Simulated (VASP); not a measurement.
Here is a VASP 6.6.1 calculation.

File INCAR:

```
SYSTEM = WS2
ALGO = Normal
EDIFF = 1E-6
ENCUT = 520
GGA = PS
ISIF = 2
ISMEAR = 0
LASPH = .True.
LCHARG = .True.
LELF = .True.
LREAL = .False.
LVHAR = .True.
LWAVE = .False.
NBANDS = 20
NELM = 80
PREC = Accurate
SIGMA = 0.02
```

The input KPOINTS:

```
k-points
0
Gamma
  12 12 2
  0 0 0
```

Contents of POSCAR:

```
WS2
1.0
    3.0042162904      0.0000000000      0.0000000000
   -1.5021081452      2.6017276259      0.0000000000
    0.0000000000      0.0000000000     17.4117786175
W S
1 2
Direct
    0.3333333333      0.6666666667      0.0000000000
    0.6666666667      0.3333333333      0.9068826897
    0.6666666667      0.3333333333      0.0931173103
```

Potentials or basis: VASP PAW PBE potentials, release 64 (W_sv, S).

Command:

```bash
$ cat potpaw_PBE.64/W_sv/POTCAR potpaw_PBE.64/S/POTCAR > POTCAR
$ mpirun -np 1 vasp_std > vasp.out
```

Problem. What does it give for the band gap on the k mesh?

Solution. 1.72 eV (least direct gap 2.61 eV).

Problem. Estimate the largest force.

Solution. 0.024 eV/Å.

Forces in eV/Å, atoms in the order of the input:
```
W    0.000  0.000  0.000
S    0.000  0.000 -0.024
S    0.000  0.000  0.024
```

Caveat: the cell differs from its parent crystal (biaxial strain in the a-b plane: -4.5 %, then relaxed in part); there is no dipole correction, which matters where the two faces differ; the PAW data sets were made with another functional, which shifts forces and pressure a little; spin-orbit coupling is left out, which moves the levels of the heavy elements.
